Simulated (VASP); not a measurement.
Write the native input for VASP 6.6.1 that does the following.

```
Task                   : single point
Functional             : PBE
Potentials or basis    : VASP PAW PBE potentials, release 64 (Al, Cu)
Cutoff                 : 520 eV
k mesh                 : 10 × 10 × 14
Occupations            : gaussian, width 0.15 eV
Spin                   : no spin polarisation
Dipole correction      : no
Further INCAR settings : ALGO = Normal; EDIFF = 1e-06; NBANDS = 16
```

The structure of Al2Cu lies in POSCAR:

```
Al2Cu
1.0
    3.8327000000      0.0000000000      0.0000000000
    0.0000000000      3.8327000000      0.0000000000
    0.0000000000      0.0000000000      2.6540000000
Al Cu
2 1
Direct
    0.5000000000      0.0000000000      0.5000000000
    0.0000000000      0.5000000000      0.5000000000
    0.0000000000      0.0000000000      0.0000000000
```

The input as run:

INCAR

```
SYSTEM = Al2Cu
ALGO = Normal
EDIFF = 1E-6
ENCUT = 520
GGA = PE
ISIF = 2
ISMEAR = 0
LASPH = .True.
LCHARG = .False.
LREAL = .False.
LWAVE = .False.
NBANDS = 16
NELM = 60
PREC = Accurate
SIGMA = 0.15
```

KPOINTS

```
k-points
0
Gamma
  10 10 14
  0 0 0
```

Potentials or basis: VASP PAW PBE potentials, release 64 (Al, Cu).

The run is started by

```bash
$ cat potpaw_PBE.64/Al/POTCAR potpaw_PBE.64/Cu/POTCAR > POTCAR
$ mpirun -np 1 vasp_std > vasp.out
```

It gave:

```
Pressure : 34.8 GPa
```

It took 40 s on 1 thread of Intel(R) Xeon(R) 6975P-C (Granite Rapids), with other jobs on the host, peak memory 0.22 GiB.
